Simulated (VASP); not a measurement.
A run of VASP 6.6.1 is set up as follows.

Contents of INCAR:

```
SYSTEM = Pb2O
  PREC = Accurate
  ENCUT = 600
  EDIFF = 1E-6
  ISMEAR = -1
  SIGMA = 0.06122561905347299
  LREAL = .FALSE.
  LASPH = .TRUE.
  NELM = 120
  ALGO = Normal
  ISIF = 2
  LWAVE = .FALSE.
  LCHARG = .FALSE.
  GGA = PE
  NBANDS = 24
  GGA_COMPAT = .FALSE.
```

KPOINTS

```
Automatic mesh
0
G
  29 29 29
  0 0 0
```

The input POSCAR:

```
Pb2O
1.0
    0.0000000000      3.2318711156      3.2318711156
    3.2318711156      0.0000000000      3.2318711156
    3.2318711156      3.2318711156      0.0000000000
Pb O
2 1
Direct
    0.2500000000      0.2500000000      0.2500000000
    0.7500000000      0.7500000000      0.7500000000
    0.0000000000      0.0000000000      0.0000000000
```

Potentials or basis: VASP PAW PBE potentials, release 64 (Pb_d, O).

Command:

```console
$ cat potpaw_PBE.64/Pb_d/POTCAR potpaw_PBE.64/O/POTCAR > POTCAR
$ mpirun -np 1 vasp_std > vasp.out
```

Question: Predict the band gap on the k mesh.

Answer: Zero (bands 17 and 18 overlap by 1.47 eV).

Question: Estimate the pressure.

Answer: 2.4 GPa.

Caveat: spin-orbit coupling is left out, which moves the levels of the heavy elements.
